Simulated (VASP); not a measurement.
## FeO: single point with PBE

Crystal: FeO.

```
Fe O
1.0
     2.95984    0.00000    0.00000
    -1.47992    2.56330    0.00000
     0.00000    0.00000    2.88866
Fe O
1 1
Direct
  0.00000 0.00000 0.00000
  0.66667 0.33333 0.50000
```

```yaml
Program: VASP 6.6.1
Task: single point
Functional: PBE
Potentials_or_basis: VASP PAW PBE potentials, release 64 (Fe_sv, O_h)
Cutoff: 1340 eV
k_mesh: 10 × 10 × 9
Occupations: fermi-dirac, width 0.05 eV
Spin: collinear spin, ferromagnetic start
Starting_moments: "[3.0, 0.0] μB"
```

```json
{
  "Pressure": "-18.6 GPa",
  "Band gap on the k mesh": "zero (filled and empty bands overlap)",
  "Net moment": "4.00 μB per cell",
  "Site moments": "Fe +3.48; O +0.26 μB",
  "Valence electrons inside the program's atomic spheres": "Fe 13.56; O 3.32"
}
```

Stress tensor (GPa, compression positive):
```
-16.24   0.00   0.00
  0.00 -16.24   0.00
  0.00   0.00 -23.42
```

Levels at points of the mesh, in eV from the Fermi level:
Spin up:
| k point | band 9 | band 10 | band 11 | band 12 | band 13 | band 14 | band 15 | band 16 | band 17 | band 18 |
| --- | --- | --- | --- | --- | --- | --- | --- | --- | --- | --- |
| (0.00, 0.00, 0.00) | -3.37 | -2.88 | -2.88 | -1.15 | -1.15 | -0.11 | 13.52 | 15.02 | 15.02 | 16.57 |
| (0.50, 0.00, 0.00) | -3.67 | -3.01 | -2.22 | -2.21 | -0.76 | 4.67 | 7.47 | 13.67 | 15.26 | 15.88 |
Spin down:
| k point | band 5 | band 6 | band 7 | band 8 | band 9 | band 10 | band 11 | band 12 | band 13 | band 14 |
| --- | --- | --- | --- | --- | --- | --- | --- | --- | --- | --- |
| (0.00, 0.00, 0.00) | -18.92 | -3.00 | -3.00 | -2.81 | -1.70 | 0.80 | 1.21 | 1.21 | 1.29 | 1.29 |
| (0.50, 0.00, 0.00) | -17.97 | -6.49 | -3.34 | -2.88 | -1.25 | 1.00 | 1.03 | 1.26 | 2.16 | 5.26 |

Run time: 3.6 min on 1 thread of Intel(R) Xeon(R) Platinum 8259CL CPU @ 2.50GHz (Skylake/Cascade Lake), on a shared host, peak memory 0.38 GiB.

Caveat: the stress differs along the axes, from -23 to -16 GPa; a cell with one magnetic atom can't hold antiferromagnetic order, which such compounds often take; semilocal functionals often make such compounds metallic where correlation or magnetic order opens a gap, which also shifts bond lengths. With open d or f shells a metallic result of PBE can be an artefact of self-interaction; +U or a hybrid may open a gap.
